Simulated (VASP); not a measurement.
Here is a VASP 6.6.1 calculation.

File INCAR:

```
SYSTEM = Cd
  ALGO = Normal
  EDIFF = 1E-6
  ENCUT = 630
  GGA = CA
  GGA_COMPAT = .FALSE.
  ISIF = 2
  ISMEAR = 0
  LASPH = .TRUE.
  LCHARG = .FALSE.
  LREAL = .FALSE.
  LWAVE = .FALSE.
  NBANDS = 16
  NELM = 120
  PREC = Accurate
  SIGMA = 0.1
```

File KPOINTS:

```
k-points
0
G
  8 8 8
  0 0 0
```

File POSCAR:

```
Cd
1.0
    0.0000000000      1.9922776735      1.9922776735
    1.9922776735      0.0000000000      1.9922776735
    1.9922776735      1.9922776735      0.0000000000
Cd
1
Direct
    0.0000000000      0.0000000000      0.0000000000
```

Potentials or basis: VASP PAW LDA potentials, release 64 (Cd_sv_GW).

The run is started by

```sh
$ cat potpaw_LDA.64/Cd_sv_GW/POTCAR > POTCAR
$ mpirun -np 1 vasp_std > vasp.out
```

Task: Predict the pressure.

Result: 30.3 GPa.

Task: What does it give for the band gap on the k mesh?

Result: Zero (bands 10 and 11 overlap by 2.97 eV).

Caveat: the cell stands under pressure.
